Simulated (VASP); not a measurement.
Write the native input for VASP 6.6.1 that does the following.

* Task: single point
* Functional: PBE
* Potentials or basis: VASP PAW PBE potentials, release 64 (Mg, H)
* Cutoff: 520 eV
* k mesh: 6 × 6 × 8
* Occupations: fermi-dirac, width 0.02 eV
* Spin: no spin polarisation
* Dipole correction: no
* Further INCAR settings: ALGO = Normal; EDIFF = 1e-06; NBANDS = 13

The structure of MgH2 lies in POSCAR:

```
MgH2
1.0
    4.4849452995      0.0000000000      0.0000000000
    0.0000000000      4.4849452995      0.0000000000
    0.0000000000      0.0000000000      2.9964065034
Mg H
2 4
Direct
    0.0000000000      0.0000000000      0.0000000000
    0.5000000000      0.5000000000      0.5000000000
    0.3046827735      0.3046827735      0.0000000000
    0.1953172265      0.8046827735      0.5000000000
    0.6953172265      0.6953172265      0.0000000000
    0.8046827735      0.1953172265      0.5000000000
```

One way to write it, as run:

INCAR

```
  PREC = Accurate
  ENCUT = 520
  EDIFF = 1E-6
  ISMEAR = -1
  SIGMA = 0.02
  LREAL = False
  LASPH = True
  NELM = 80
  ALGO = Normal
  ISIF = 2
  LWAVE = False
  LCHARG = True
  GGA = PE
  LELF = True
  LVHAR = True
  NBANDS = 13
```

KPOINTS

```
regular mesh
0
Gamma
  6 6 8
```

Potentials or basis: VASP PAW PBE potentials, release 64 (Mg, H).

Run with:

```console
$ cat potpaw_PBE.64/Mg/POTCAR potpaw_PBE.64/H/POTCAR > POTCAR
$ mpirun -np 1 vasp_std > vasp.out
```

Results of the run:

```json
{
 "Pressure": "0.7 GPa",
 "Largest force": "0.017 eV/Å",
 "Band gap on the k mesh": "3.84 eV, indirect (least direct gap 4.60 eV)"
}
```

Run time: 45 s on 1 thread of AMD EPYC 7R13 Processor (Zen 3), on a shared host, peak memory 0.16 GiB.
